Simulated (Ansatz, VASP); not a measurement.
AlAs4 in VASP and in Ansatz

```xyz
5
Lattice="-3.0002 3.0002 3.0002 3.0002 -3.0002 3.0002 3.0002 3.0002 -3.0002" Properties=species:S:1:pos:R:3 pbc="T T T"
Al    0.0000    0.0000    0.0000
As    1.5001    1.5001    1.5001
As    1.5001    1.5001   -1.5001
As    1.5001   -1.5001    1.5001
As   -1.5001    1.5001    1.5001
```

Alike in both runs: functional PBE; k mesh 4 × 4 × 4; occupations gaussian, width 0.2 eV; no spin polarisation.

Ansatz relaxed the structure, and its values are those at the end. VASP's run is a single point on that final structure, the one shown.

|  | VASP | Ansatz |
| --- | --- | --- |
| version | VASP 6.6.1 | Ansatz 0.2.0 |
| potentials or method | VASP PAW PBE potentials, release 64 (Al, As), cutoff 500 eV | scalar-relativistic, plane waves, PAW |
| valence electrons in the cell | 23 | 63 |

VASP gave:

| Quantity | Value |
| --- | --- |
| gap on the k mesh at the Fermi level (eV) | none |
| pressure (GPa) | 0.6 |

Task: Which values does Ansatz return?

Result: gap on the k mesh at the Fermi level (eV): none; pressure (GPa): 0.5.

A gap of «none» marks a metal or a gap that the smearing closes. With one functional, cell and mesh, what is left measures potentials, basis and numerics. VASP's potentials hold 23 valence electrons a cell and Ansatz's 63, so a difference there can come from the potentials and not from the codes.

The k mesh is coarse, so the values compare programs but aren't converged.
